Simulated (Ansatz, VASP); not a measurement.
# SrO: VASP beside Ansatz

```xyz
2
Lattice="0.0000 2.5663 2.5663 2.5663 0.0000 2.5663 2.5663 2.5663 0.0000" Properties=species:S:1:pos:R:3 pbc="T T T"
Sr    2.5663    2.5663    2.5663
O     0.0000    0.0000    0.0000
```

Alike in both runs: task relaxation of cell and atoms; functional BLYP; dispersion D4; k mesh 9 × 9 × 9; occupations fermi-dirac, width 0.05 eV; no spin polarisation.

|  | VASP | Ansatz |
| --- | --- | --- |
| version | VASP 6.6.1 | Ansatz 0.2.0 |
| potentials or method | VASP PAW PBE potentials, release 64 (Sr_sv, O), cutoff 600 eV | all-electron LAPW, scalar-relativistic |

Ansatz gave:

- relaxed volume (Å³/atom): 17.44
- relaxed cell length with the largest relative difference (Å): 3.667

**Question.** Which values does VASP return?

**Answer.** Relaxed volume (Å³/atom): 17.54; relaxed cell length with the largest relative difference (Å): 3.674.

VASP's potentials were made for PBE, not for BLYP. Ansatz ran all-electron here, and VASP with PAW potentials.
